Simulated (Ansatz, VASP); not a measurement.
**One calculation of TaPb2, two programs**

```
Ta Pb
1.0
     5.39392    0.00000    0.00000
    -2.69696    4.67127    0.00000
     0.00000    0.00000    2.99892
Ta Pb
1 2
Direct
  0.00000 0.00000 0.00000
  0.33333 0.66667 0.50000
  0.66667 0.33333 0.50000
```

Alike in both runs: functional PBE; k mesh 12 × 12 × 16; occupations gaussian, width 0.1 eV; no spin polarisation.

Ansatz relaxed the structure, and its values are those at the end. VASP's run is a single point on that final structure, the one shown.

|  | VASP | Ansatz |
| --- | --- | --- |
| version | VASP 6.6.1 | Ansatz 0.2.0 |
| potentials or method | VASP PAW PBE potentials, release 64 (Ta_pv, Pb_d), cutoff 520 eV | scalar-relativistic, plane waves, PAW |
| valence electrons in the cell | 39 | 41 |

```tsv
	VASP	Ansatz	Ansatz less VASP
gap on the k mesh at the Fermi level (eV)	none	none	-
pressure (GPa)	0.0	0.0	+0.03
```

A gap of «none» marks a metal or a gap that the smearing closes. VASP's potentials hold 39 valence electrons a cell and Ansatz's 41, so a difference there can come from the potentials and not from the codes.

Spin-orbit coupling is off throughout.
